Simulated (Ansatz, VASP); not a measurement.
## Two plane-wave programs on SiSe4

The input INCAR:

```
SYSTEM = SiSe4
ALGO = Normal
EDIFF = 1E-6
EDIFFG = -0.04
ENCUT = 600
GGA = PE
IBRION = 2
ISIF = 3
ISMEAR = 0
LASPH = .True.
LCHARG = .False.
LREAL = .False.
LWAVE = .False.
NELM = 80
NSW = 90
PREC = Accurate
SIGMA = 0.1
```

The input KPOINTS:

```
k-points
0
Gamma
  4 4 4
  0 0 0
```

File POSCAR:

```
SiSe4
1.0
   -3.4287157000      3.4287157000      3.4287157000
    3.4287157000     -3.4287157000      3.4287157000
    3.4287157000      3.4287157000     -3.4287157000
Si Se
1 4
Direct
    0.0000000000      0.0000000000      0.0000000000
    0.3495999900      0.3495999900      0.3495999900
    0.6504000100      0.0000000000      0.0000000000
    0.0000000000      0.0000000000      0.6504000100
    0.0000000000      0.6504000100      0.0000000000
```

Input for Ansatz:

```yaml
crystal:
  lattice:
    - [-3.4287157, 3.4287157, 3.4287157]
    - [3.4287157, -3.4287157, 3.4287157]
    - [3.4287157, 3.4287157, -3.4287157]
  atoms:
    - { symbol: Si, position: [0.0, 0.0, 0.0] }
    - { symbol: Se, position: [0.34959999, 0.34959999, 0.34959999] }
    - { symbol: Se, position: [0.65040001, 0.0, 0.0] }
    - { symbol: Se, position: [0.0, 0.0, 0.65040001] }
    - { symbol: Se, position: [0.0, 0.65040001, 0.0] }
basis:
  ecutwfc: 420
kpoints:
  mp_grid: { grid: [4, 4, 4] }
hamiltonian:
  xc: pbe
scf:
  occupations: { method: gaussian, width: 0.1 }
  lower_state_search: "off"
output:
  forces: true
  stress: true
  eigenvalues: true
relax:
  adjacent_minimum: "off"
  f_tol: 0.04
  max_steps: 70
  cell: { stress_tol: 0.4 }
```

Change from the starting cell: species swapped into the GeF4 type (I-43m, No. 217).

Alike in both runs: task relaxation of cell and atoms; functional PBE; k mesh 4 × 4 × 4; occupations gaussian, width 0.1 eV; no spin polarisation.

|  | VASP | Ansatz |
| --- | --- | --- |
| version | VASP 6.6.1 | Ansatz 0.2.0 |
| potentials or method | VASP PAW PBE potentials, release 64 (Si, Se), cutoff 600 eV | scalar-relativistic, plane waves, PAW |
| valence electrons in the cell | 28 | 68 |

Ansatz gave:

| Quantity | Value |
| --- | --- |
| gap on the k mesh at the Fermi level, each at its own relaxed structure (eV) | none |
| relaxed volume (Å³/atom) | 25.01 |
| relaxed cell length with the largest relative difference (Å) | 5.456 |

Problem. Which values does VASP return?

Solution. gap on the k mesh at the Fermi level, each at its own relaxed structure (eV): none; relaxed volume (Å³/atom): 25.21; relaxed cell length with the largest relative difference (Å): 5.471.

A gap of «none» marks a metal or a gap that the smearing closes. VASP's potentials hold 28 valence electrons a cell and Ansatz's 68, so a difference there can come from the potentials and not from the codes.

Noted on VASP's run: the volume moved by over 15 % at a fixed basis, so the end points are rough.
